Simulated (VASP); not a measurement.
## GaB: relaxation of cell and atoms with PBE

Crystal: GaB.

```xyz
2
Lattice="2.7182 0.0000 0.0000 0.0000 2.7182 0.0000 0.0000 0.0000 3.2362" Properties=species:S:1:pos:R:3 pbc="T T T"
Ga    1.3591    1.3591    1.6181
B     0.0000    0.0000    0.0000
```

* Program: VASP 6.6.1
* Task: relaxation of cell and atoms
* Functional: PBE
* Potentials or basis: VASP PAW PBE potentials, release 64 (Ga_d, B)
* Cutoff: 600 eV
* k mesh: 10 × 10 × 8
* Occupations: fermi-dirac, width 0.05 eV
* Spin: no spin polarisation
* Target pressure: 30 GPa
* Dipole correction: no
* Further INCAR settings: ALGO = Normal; EDIFF = 1e-06; IBRION = 2; EDIFFG = -0.01; NSW = 60; ISIF = 3

```json
{
  "Relaxed volume": "9.85 Å³/atom",
  "Relaxed cell": "a = 2.514 Å, b = 2.514 Å, c = 3.116 Å, α = 90.00°, β = 90.00°, γ = 90.00°",
  "Space group after relaxing (to 0.1 Å)": "P4/mmm (No. 123)",
  "Energy change on relaxing (the run minimises the enthalpy)": "+163.5 meV/atom",
  "Ionic steps": "12",
  "Pressure after relaxing": "30.0 GPa",
  "Band gap on the k mesh": "zero (bands 8 and 9 overlap by 9.52 eV)"
}
```

Stress tensor (GPa, compression positive):
```
30.09  0.00  0.00
 0.00 30.09  0.00
 0.00  0.00 29.92
```

The path:
| step | energy change (eV) | largest force (eV/Å) | pressure (GPa) | volume (Å³) |
| --- | --- | --- | --- | --- |
| 1 | 0.0000 | 0.0000 | 0.00 | 23.91 |
| 2 | 1.2231 | 0.0000 | 77.10 | 16.97 |
| 3 | 0.3060 | 0.0000 | 28.88 | 19.90 |
| 4 | 0.3207 | 0.0000 | 29.88 | 19.82 |
| 5 | 0.3353 | 0.0000 | 30.77 | 19.74 |
| 6 | 0.3366 | 0.0000 | 30.82 | 19.68 |
| 7 | 0.3908 | 0.0000 | 32.54 | 19.46 |
| 8 | 0.3416 | 0.0000 | 31.02 | 19.62 |
| 9 | 0.3469 | 0.0000 | 31.13 | 19.59 |
| 10 | 0.3454 | 0.0000 | 31.17 | 19.60 |
| 11 | 0.3031 | 0.0000 | 28.46 | 19.83 |
| 12 | 0.3270 | 0.0000 | 30.03 | 19.70 |

Final structure:
```
CELL_PARAMETERS angstrom
2.51427 0.00000 0.00000
0.00000 2.51427 0.00000
0.00000 0.00000 3.11568
ATOMIC_POSITIONS crystal
Ga 0.50000 0.50000 0.50000
B 0.00000 0.00000 0.00000
```

Levels at points of the mesh, in eV from the Fermi level:
| k point | band 4 | band 5 | band 6 | band 7 | band 8 | band 9 | band 10 | band 11 | band 12 |
| --- | --- | --- | --- | --- | --- | --- | --- | --- | --- |
| (0.00, 0.00, 0.00) | -15.23 | -15.23 | -15.14 | -3.01 | 1.90 | 3.26 | 3.26 | 10.59 | 11.27 |
| (0.50, 0.00, 0.00) | -15.39 | -15.19 | -9.90 | -9.31 | 1.55 | 5.47 | 5.79 | 6.12 | 6.16 |
| (0.50, 0.50, 0.00) | -15.32 | -14.90 | -5.49 | -5.49 | -3.18 | -1.35 | 3.22 | 8.02 | 8.02 |
| (0.00, 0.00, 0.50) | -15.29 | -15.13 | -11.66 | -11.60 | 5.06 | 5.06 | 9.76 | 11.23 | 11.23 |
| (0.50, 0.00, 0.50) | -15.24 | -15.09 | -6.91 | -6.76 | -5.36 | -4.47 | 6.48 | 11.65 | 14.14 |
| (0.50, 0.50, 0.50) | -15.11 | -14.89 | -1.94 | -1.94 | -1.41 | -0.64 | -0.31 | -0.31 | 1.48 |

Run time: 5.7 min on 1 thread of Intel Xeon 8259CL, with other jobs on the host, peak memory 0.19 GiB.

Caveat: the cell is relaxed towards a set pressure, so the run minimises the enthalpy, not the energy; the volume moved by over 15 % at a fixed basis, so the end points are rough.
